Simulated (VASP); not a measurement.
## Re: relaxation of cell and atoms with PBE+D4

Re:

```xyz
4
Lattice="2.7664 0.0000 0.0000 -1.3832 2.3958 0.0000 0.0000 0.0000 8.9388" Properties=species:S:1:pos:R:3 pbc="T T T"
Re    1.3832    0.7986    6.7041
Re    0.0000    0.0000    4.4694
Re    0.0000    1.5972    2.2347
Re    0.0000    0.0000    0.0000
```

```
Program                : VASP 6.6.1
Task                   : relaxation of cell and atoms
Functional             : PBE
Dispersion             : D4
Potentials or basis    : VASP PAW PBE potentials, release 64 (Re)
Cutoff                 : 600 eV
k mesh                 : 11 × 11 × 3
Occupations            : fermi-dirac, width 0.05 eV
Spin                   : no spin polarisation
Dipole correction      : no
Further INCAR settings : ALGO = Normal; EDIFF = 1e-07; IBRION = 2; EDIFFG = -0.01; NSW = 60; ISIF = 3
```

* Relaxed volume: 14.65 Å³/atom
* Relaxed cell: a = 2.756 Å, b = 2.756 Å, c = 8.912 Å, α = 90.00°, β = 90.00°, γ = 120.00°
* Space group after relaxing (to 0.05 Å): P6_3/mmc (No. 194)
* Energy gained by relaxing: 2.0 meV/atom
* Ionic steps: 6
* Pressure after relaxing: 0.0 GPa
* Dispersion energy per atom: -0.710 eV

Step by step:
```tsv
step	energy change (eV)	largest force (eV/Å)	pressure (GPa)	volume (Å³)
1	0.0000	0.0000	-4.08	59.24
2	0.1385	0.0000	19.24	56.07
3	-0.0082	0.0000	-0.06	58.63
4	-0.0082	0.0000	0.01	58.61
5	-0.0082	0.0000	0.01	58.61
6	-0.0082	0.0000	0.01	58.61
```

Final structure:
```
CELL_PARAMETERS angstrom
2.75584 0.00000 0.00000
-1.37792 2.38662 0.00000
0.00000 0.00000 8.91177
ATOMIC_POSITIONS crystal
Re 0.66667 0.33333 0.75000
Re 0.00000 0.00000 0.50000
Re 0.33333 0.66667 0.25000
Re 0.00000 0.00000 0.00000
```

Levels at points of the mesh, in eV from the Fermi level:
```
           k point  band 10  band 11  band 12  band 13  band 14  band 15  band 16  band 17  band 18
(0.00, 0.00, 0.00)    -1.91    -1.66    -1.23    -1.23    -1.12    -1.12     0.51     0.65     0.65
```

Wall time 110 s on 1 thread of Intel(R) Xeon(R) Platinum 8559C (Emerald Rapids) (shared host), peak memory 0.21 GiB.

Caveat: the bands computed are all filled at some k points, so no gap is given; spin-orbit coupling is left out, which moves the levels of the heavy elements.
